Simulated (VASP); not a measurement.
A run of VASP 6.6.1:

INCAR

```
ALGO = Normal
EDIFF = 1E-6
EDIFFG = -0.01
ENCUT = 600
GGA = PE
IBRION = 2
ISIF = 3
ISMEAR = -1
LASPH = True
LCHARG = False
LREAL = False
LWAVE = False
NELM = 80
NSW = 80
PREC = Accurate
SIGMA = 0.05
```

Contents of KPOINTS:

```
k-points
0
Gamma
  8 8 4
```

File POSCAR:

```
Ti
1.0
    2.9200000000      0.0000000000      0.0000000000
   -1.4600000000      2.5287941791      0.0000000000
    0.0000000000      0.0000000000      4.7683600000
Ti
2
Direct
    0.3333333333      0.6666666667      0.2500000000
    0.6666666667      0.3333333333      0.7500000000
```

Potentials or basis: VASP PAW PBE potentials, release 64 (Ti_sv).

Command:

```bash
$ cat potpaw_PBE.64/Ti_sv/POTCAR > POTCAR
$ mpirun -np 1 vasp_std > vasp.out
```

Hardware: 1 thread of AMD EPYC 9R45 96-Core Processor (Zen 5), with other jobs on the host.

Q: Estimate the wall time of this run.

A: Run time: 39 s on 1 thread of AMD EPYC 9R45 96-Core Processor (Zen 5), on a shared host, peak memory 0.14 GiB. Counts: scf iterations 44, k points 30, ion steps 5.
